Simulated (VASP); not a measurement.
A run of VASP 6.6.1 is set up as follows.

INCAR

```
SYSTEM = Mg5Te
GGA      = PE             ! functional
ISMEAR   = 1              ! smearing method
SIGMA    = 0.1            ! smearing width, eV
LWAVE    = .FALSE.        ! write WAVECAR
LCHARG   = .FALSE.        ! write CHGCAR
ISIF     = 2              ! what is computed and relaxed
ISYM     = 0            
PREC     = Accurate       ! precision mode
LASPH    = .TRUE.         ! aspherical terms in the spheres
LREAL    = .FALSE.        ! projectors in reciprocal space
ALGO     = Normal         ! electronic algorithm
EDIFF    = 1E-7           ! SCF threshold, eV
NELM     = 120            ! most SCF steps
GGA_COMPAT= .FALSE.      
ENCUT    = 320            ! plane-wave cutoff, eV
NSIM     = 4
```

File KPOINTS:

```
k-points
0
Gamma
  1 1 1
```

Contents of POSCAR:

```
Mg5Te
1.0
    5.5777240398      3.2203004758     10.5699837916
   -5.5777240398      3.2203004758     10.5699837916
    0.0000000000     -6.4406009518     10.5699837916
Te Mg
8 40
Direct
    0.2504200000      0.2451130000      0.2525380000
    0.2480860000      0.2500220000      0.7505980000
    0.2534630000      0.7454340000      0.2511220000
    0.2452950000      0.7507480000      0.7532950000
    0.7550300000      0.2494140000      0.2514160000
    0.7544040000      0.2506610000      0.7447210000
    0.7527270000      0.7480060000      0.2502950000
    0.7482920000      0.7463760000      0.7560370000
    0.4151840000      0.4129680000      0.4147040000
    0.4159020000      0.4128510000      0.9147510000
    0.4146960000      0.9167290000      0.4153450000
    0.4241200000      0.9091670000      0.9093300000
    0.9179600000      0.4084110000      0.4171240000
    0.9136810000      0.4170090000      0.9152790000
    0.9204360000      0.9117810000      0.4112110000
    0.9170370000      0.9120670000      0.9172070000
    0.0844820000      0.0900520000      0.0816990000
    0.0841050000      0.0822240000      0.5866030000
    0.0873280000      0.5873320000      0.0822210000
    0.0798980000      0.5847180000      0.5918020000
    0.5826560000      0.0812510000      0.0870250000
    0.5868110000      0.0827740000      0.5822880000
    0.5868510000      0.5851700000      0.0849350000
    0.5826140000      0.5874200000      0.5862770000
    0.0018170000      0.3305940000      0.1639390000
   -0.0037240000      0.3344260000      0.6674780000
   -0.0104940000      0.8339040000      0.1709050000
    0.0073950000      0.8350090000      0.6591320000
    0.4981050000      0.3343010000      0.1658220000
    0.4964080000      0.3367380000      0.6699970000
    0.5007920000      0.8301790000      0.1681910000
    0.4974790000      0.8378570000      0.6654910000
    0.1696540000     -0.0013580000      0.3350070000
    0.1662750000     -0.0033090000      0.8401210000
    0.1618810000      0.5030190000      0.3361300000
    0.1643730000      0.5006910000      0.8347460000
    0.6612670000      0.0065830000      0.3297860000
    0.6676060000      0.0017130000      0.8330810000
    0.6616540000      0.4971330000      0.3386270000
    0.6692630000      0.4988270000      0.8314360000
    0.3317440000      0.1653270000      0.0052080000
    0.3331950000      0.1633230000      0.5026750000
    0.3375520000      0.6648550000     -0.0041980000
    0.3323570000      0.6685910000      0.4960940000
    0.8332380000      0.1612500000      0.0047940000
    0.8365140000      0.1635610000      0.5018340000
    0.8381920000      0.6681040000     -0.0033000000
    0.8333700000      0.6665520000      0.5027920000
```

Potentials or basis: VASP PAW PBE potentials, release 64 (Te, Mg).

Launch:

```console
$ cat potpaw_PBE.64/Te/POTCAR potpaw_PBE.64/Mg/POTCAR > POTCAR
$ mpirun -np 8 vasp_std > vasp.out
```

**Question.** What does it give for the largest force?

**Answer.** 0.294 eV/Å.

**Question.** What does it give for the pressure?

**Answer.** -0.9 GPa.

Forces in eV/Å, atoms in the order of the input:
```
Te  -0.094  0.060  0.101
Te  -0.072  0.102  0.026
Te  -0.069  0.098 -0.058
Te   0.034 -0.051 -0.025
Te   0.012 -0.009 -0.146
Te   0.020 -0.032  0.068
Te   0.043 -0.095 -0.019
Te   0.041  0.043  0.008
Mg  -0.008 -0.047 -0.165
Mg   0.019 -0.008 -0.098
Mg   0.102 -0.044 -0.220
Mg  -0.228 -0.154 -0.103
Mg  -0.120  0.141 -0.179
Mg   0.054 -0.047 -0.198
Mg  -0.061 -0.033 -0.154
Mg  -0.113  0.053 -0.209
Mg   0.216 -0.082  0.141
Mg   0.017 -0.004  0.248
Mg   0.075 -0.153  0.165
Mg   0.076  0.123  0.185
Mg   0.016  0.106  0.221
Mg  -0.036  0.014  0.228
Mg   0.031 -0.080  0.137
Mg  -0.005  0.026  0.141
Mg  -0.084 -0.087  0.157
Mg   0.114 -0.010  0.042
Mg   0.147  0.050  0.112
Mg  -0.023 -0.195 -0.056
Mg   0.023 -0.038  0.000
Mg   0.079 -0.029 -0.118
Mg   0.013  0.005 -0.004
Mg   0.121 -0.072 -0.085
Mg  -0.011  0.116 -0.130
Mg   0.046  0.090 -0.026
Mg   0.068  0.098 -0.024
Mg   0.066  0.109 -0.004
Mg   0.142 -0.048  0.092
Mg   0.042  0.032  0.005
Mg   0.095  0.164  0.084
Mg  -0.062 -0.032  0.001
Mg   0.021  0.078 -0.101
Mg  -0.168  0.042  0.042
Mg  -0.115 -0.077  0.039
Mg  -0.010 -0.079  0.027
Mg  -0.160  0.054  0.004
Mg  -0.083  0.007 -0.065
Mg  -0.097 -0.113 -0.046
Mg  -0.116  0.009 -0.042
```

Caveat: the k points lie up to 0.68 Å⁻¹ apart; the cell differs from its parent crystal (atoms moved at random).
